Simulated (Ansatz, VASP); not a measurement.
**TaW2N4: VASP beside Ansatz**

```
CELL_PARAMETERS angstrom
3.01180 -4.15211 0.00000
3.01180 4.15211 0.00000
0.00000 0.00000 3.07476
ATOMIC_POSITIONS crystal
Ta 0.00000 0.00000 0.00000
W 0.00000 0.50000 0.50000
W 0.50000 0.00000 0.50000
N 0.24426 0.24426 0.50000
N 0.75574 0.75574 0.50000
N 0.73843 0.26157 0.00000
N 0.26157 0.73843 0.00000
```

Change from the starting cell: species swapped into the Li2MgBr4 type (Cmmm, No. 65).

Alike in both runs: functional PBE; k mesh 6 × 6 × 10; occupations gaussian, width 0.1 eV; no spin polarisation.

Ansatz relaxed the structure, and its values are those at the end. VASP's run is a single point on that final structure, the one shown.

|  | VASP | Ansatz |
| --- | --- | --- |
| version | VASP 6.6.1 | Ansatz 0.2.0 |
| potentials or method | VASP PAW PBE potentials, release 64 (Ta_pv, W_sv, N), cutoff 520 eV | scalar-relativistic, plane waves, PAW |
| valence electrons in the cell | 59 | 61 |

```csv
,VASP,Ansatz,Ansatz less VASP
gap on the k mesh at the Fermi level (eV),none,none,-
pressure (GPa),1.1,0.0,-1.08
rms of the force components (eV/Å),0.017,0.000,-0.0171
```

A gap of «none» marks a metal or a gap that the smearing closes. VASP's potentials hold 59 valence electrons a cell and Ansatz's 61, so a difference there can come from the potentials and not from the codes.

Spin-orbit coupling is off throughout.
